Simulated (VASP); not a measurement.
Here is a VASP 6.6.1 calculation.

The input INCAR:

```
ALGO = Normal
EDIFF = 1E-6
ENCUT = 600
GGA = PE
GGA_COMPAT = False
ISIF = 2
ISMEAR = 0
LASPH = True
LCHARG = True
LELF = True
LREAL = False
LVHAR = True
LWAVE = False
NBANDS = 22
NELM = 120
PREC = Accurate
SIGMA = 0.026000000000000002
```

The input KPOINTS:

```
k-points
0
Gamma
  9 9 9
```

File POSCAR:

```
As
1.0
    1.8807968987      1.0858785957      3.5140619945
   -1.8807968987      1.0858785957      3.5140619945
    0.0000000000     -2.1717571915      3.5140619945
As
2
Direct
    0.2260000000      0.2260000000      0.2260000000
    0.7740000000      0.7740000000      0.7740000000
```

Potentials or basis: VASP PAW PBE potentials, release 64 (As_d).

The run is started by

```bash
$ cat potpaw_PBE.64/As_d/POTCAR > POTCAR
$ mpirun -np 1 vasp_std > vasp.out
```

Question: Predict the band gap on the k mesh.

Answer: Zero (band 15 reaches 3.83 eV, above the bottom of band 16 at 3.73 eV).

Question: Predict the largest force.

Answer: 0.445 eV/Å.

Question: What does it give for the pressure?

Answer: 3.8 GPa.

Stress tensor (GPa, compression positive):
```
3.91 0.00 0.00
0.00 3.91 0.00
0.00 0.00 3.43
```
